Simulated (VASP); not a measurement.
Wanted: the native input for a VASP 6.6.1 run.

* Task: single point
* Functional: r2SCAN
* Potentials or basis: VASP PAW PBE potentials, release 64 (Zn, S)
* Cutoff: 520 eV
* k mesh: 12 × 12 × 4
* Occupations: gaussian, width 0.01 eV
* Spin: no spin polarisation
* Dipole correction: no
* Further INCAR settings: ALGO = Normal; EDIFF = 1e-06; NBANDS = 26

The system is ZnS.

```
Zn S
1.0
     3.79213    0.00000    0.00000
    -1.89607    3.28408    0.00000
     0.00000    0.00000    6.25871
Zn S
2 2
Direct
  0.33333 0.66667 0.00092
  0.66667 0.33333 0.50092
  0.33333 0.66667 0.37408
  0.66667 0.33333 0.87408
```

This cell differs from its parent crystal: epitaxial xy strain -0.3%.

One way to write it, as run:

POSCAR

```
ZnS
1.0
    3.7921317850      0.0000000000      0.0000000000
   -1.8960658925      3.2840824603      0.0000000000
    0.0000000000      0.0000000000      6.2587052548
Zn S
2 2
Direct
    0.3333333333      0.6666666667      0.0009236661
    0.6666666667      0.3333333333      0.5009236661
    0.3333333333      0.6666666667      0.3740763339
    0.6666666667      0.3333333333      0.8740763339
```

INCAR.step1

```
SYSTEM = ZnS
ALGO = Normal ; EDIFF = 1E-4
ENCUT = 520 ; GGA = PE
ISMEAR = 0 ; LASPH = .TRUE.
LCHARG = .FALSE. ; LREAL = .FALSE.
LWAVE = .TRUE. ; NBANDS = 26
NELM = 100 ; PREC = Accurate
SIGMA = 0.01
```

INCAR.step2

```
SYSTEM = ZnS
ALGO = Normal ; EDIFF = 1E-6
ENCUT = 520 ; ISIF = 2
ISMEAR = 0 ; ISTART = 1
LASPH = .TRUE. ; LCHARG = .FALSE.
LMIXTAU = .TRUE. ; LREAL = .FALSE.
LWAVE = .FALSE. ; METAGGA = R2SCAN
NBANDS = 26 ; NELM = 100
PREC = Accurate ; SIGMA = 0.01
```

KPOINTS

```
k-points
0
G
  12 12 4
  0 0 0
```

Potentials or basis: VASP PAW PBE potentials, release 64 (Zn, S).

Command:

```bash
$ cat potpaw_PBE.64/Zn/POTCAR potpaw_PBE.64/S/POTCAR > POTCAR
$ cp INCAR.step1 INCAR
$ mpirun -np 1 vasp_std > vasp.out
$ cp INCAR.step2 INCAR
$ mpirun -np 1 vasp_std > vasp.out
```

Results of the run:

- Pressure: 0.5 GPa
- Largest force: 0.007 eV/Å
- Band gap on the k mesh: 2.79 eV, direct

Caveat: the cell differs from its parent crystal (epitaxial xy strain -0.3%); the PAW data sets were made with another functional, which shifts forces and pressure a little.

Run time: 3.2 min on 1 thread of Intel(R) Xeon(R) Platinum 8488C (Sapphire Rapids), with other jobs on the host, peak memory 0.25 GiB.
